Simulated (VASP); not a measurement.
A run of VASP 6.6.1 is set up as follows.

File INCAR:

```
PREC = Accurate
ENCUT = 520
EDIFF = 1E-6
ISMEAR = -1
SIGMA = 0.15
LREAL = False
LASPH = True
NELM = 100
ALGO = Normal
ISIF = 2
LWAVE = False
LCHARG = True
GGA = PE
LELF = True
LVHAR = True
NBANDS = 15
```

KPOINTS

```
Automatic mesh
0
Gamma
  14 14 8
```

POSCAR

```
TaSb
1.0
    2.9348581127      0.0000000000      0.0000000000
    0.0000000000      2.9348581127      0.0000000000
    0.0000000000      0.0000000000      5.6404408714
Ta Sb
1 1
Direct
    0.0000000000      0.0000000000      0.5000000000
    0.0000000000      0.0000000000      0.0000000000
```

Potentials or basis: VASP PAW PBE potentials, release 64 (Ta_pv, Sb).

The run is started by

```sh
$ cat potpaw_PBE.64/Ta_pv/POTCAR potpaw_PBE.64/Sb/POTCAR > POTCAR
$ mpirun -np 1 vasp_std > vasp.out
```

Problem. What does it give for the pressure?

Solution. 0.0 GPa.

Problem. Estimate the band gap on the k mesh.

Solution. Zero (band 8 reaches 8.88 eV, above the bottom of band 9 at 5.91 eV).

Caveat: spin-orbit coupling is left out, which moves the levels of the heavy elements.
